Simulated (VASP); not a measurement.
Input of a VASP 6.6.1 run:

Contents of INCAR:

```
PREC = Accurate
ENCUT = 520
EDIFF = 1E-7
ISMEAR = 0
SIGMA = 0.02
LREAL = Auto
LASPH = T
NELM = 100
ALGO = Normal
ISIF = 2
LWAVE = F
LCHARG = F
GGA = PS
NBANDS = 48
```

KPOINTS

```
Automatic mesh
0
Gamma
  2 2 2
```

POSCAR

```
Si
1.0
    0.0000000000      5.4300000000      5.4300000000
    5.4300000000      0.0000000000      5.4300000000
    5.4300000000      5.4300000000      0.0000000000
Si
17
Direct
   -0.0225253223     -0.0227991713     -0.0229341621
    0.1043284530      0.1042341621      0.1037210866
    0.0095519337      0.0098745856      0.4717889503
    0.1272793738      0.1272887661      0.6082924494
    0.0084118785      0.4726043278      0.0102120626
    0.1273956722      0.6084483425      0.1272400552
    0.0164920810      0.4975206262      0.4975574586
    0.1526108656      0.6148127072      0.6158530387
    0.4727395948      0.0085913444      0.0101023941
    0.6087893186      0.1273539595      0.1271686924
    0.4975514733      0.0165894107      0.4974667587
    0.6147746777      0.1523181400      0.6162976980
    0.4976908840      0.4976678637      0.0160164825
    0.6152297422      0.6160207182      0.1519978821
    0.5207475138      0.5206193370      0.5205447514
    0.6475728361      0.6476673112      0.6472034070
    0.8137473297      0.8130233886      0.8110825046
```

Potentials or basis: VASP PAW PBE potentials, release 64 (Si).

Launch:

```sh
$ cat potpaw_PBE.64/Si/POTCAR > POTCAR
$ mpirun -np 1 vasp_std > vasp.out
```

**Question.** Predict the band gap on the k mesh.

**Answer.** 0.12 eV.

**Question.** Estimate the largest force.

**Answer.** 0.058 eV/Å.

Forces in eV/Å, atoms in the order of the input:
```
Si  -0.001 -0.001 -0.004
Si   0.005  0.006  0.008
Si  -0.026 -0.021 -0.002
Si   0.010  0.013 -0.018
Si  -0.036  0.010 -0.007
Si   0.010 -0.023  0.008
Si   0.027 -0.017 -0.012
Si   0.000  0.014  0.027
Si   0.007 -0.037 -0.002
Si  -0.022  0.008  0.007
Si  -0.014  0.029 -0.014
Si   0.012 -0.007  0.032
Si  -0.011 -0.011  0.026
Si   0.008  0.027 -0.006
Si  -0.005 -0.003  0.001
Si   0.001  0.001  0.002
Si   0.033  0.012 -0.046
```

Caveat: the k points lie up to 0.50 Å⁻¹ apart; the PAW data sets were made with another functional, which shifts forces and pressure a little.
